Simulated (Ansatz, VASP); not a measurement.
## One calculation of AlGaN, two programs

Contents of INCAR:

```
ALGO = Normal
EDIFF = 1E-6
EDIFFG = -0.01
ENCUT = 600
GGA = PE
IBRION = 2
ISIF = 3
ISMEAR = 0
LASPH = T
LCHARG = F
LREAL = F
LWAVE = F
NELM = 80
NSW = 100
PREC = Accurate
SIGMA = 0.1
```

KPOINTS

```
k-points
0
Gamma
  12 12 14
```

POSCAR

```
AlGaN
1.0
    3.6417504200      0.0000000000      0.0000000000
   -1.8208752100      3.1538483700      0.0000000000
    0.0000000000      0.0000000000      3.5223348500
Al Ga N
1 1 1
Direct
    0.0000000000      0.0000000000      0.5000000000
    0.3333333300      0.6666666700      0.0000000000
    0.6666666700      0.3333333300      0.0000000000
```

Input for Ansatz:

```yaml
crystal:
  lattice:
    - [3.64175042, 0.0, 0.0]
    - [-1.82087521, 3.15384837, 0.0]
    - [0.0, 0.0, 3.52233485]
  atoms:
    - { symbol: Al, position: [0.0, 0.0, 0.5] }
    - { symbol: Ga, position: [0.33333333, 0.66666667, 0.0] }
    - { symbol: "N", position: [0.66666667, 0.33333333, 0.0] }
basis:
  ecutwfc: 420
kpoints:
  mp_grid: { grid: [12, 12, 14] }
hamiltonian:
  xc: pbe
scf:
  occupations: { method: gaussian, width: 0.1 }
output:
  forces: true
  stress: true
  eigenvalues: true
relax:
  adjacent_minimum: "off"
  f_tol: 0.01
  max_steps: 80
  cell: { stress_tol: 0.05 }
```

Change from the starting cell: species swapped into the ErNiAs type (P-6m2, No. 187).

Alike in both runs: task relaxation of cell and atoms; functional PBE; k mesh 12 × 12 × 14; occupations gaussian, width 0.1 eV; no spin polarisation.

|  | VASP | Ansatz |
| --- | --- | --- |
| version | VASP 6.6.1 | Ansatz 0.2.0 |
| potentials or method | VASP PAW PBE potentials, release 64 (Al, Ga_d, N), cutoff 600 eV | scalar-relativistic, plane waves, PAW |
| valence electrons in the cell | 21 | 21 |

|  | VASP | Ansatz | Ansatz less VASP |
| --- | --- | --- | --- |
| gap on the k mesh at the Fermi level, each at its own relaxed structure (eV) | none | none | - |
| relaxed volume (Å³/atom) | 15.88 | 18.70 | +2.820 |
| relaxed length of the cell vector where the two differ most in proportion (Å) | 5.297 | 6.385 | +1.0878 |

A gap of «none» marks a metal or a gap that the smearing closes. One of these differences is far larger than is usual between the two programs; its cause wasn't traced.

Noted on VASP's run: the volume moved by over 15 % at a fixed basis, so the end points are rough.
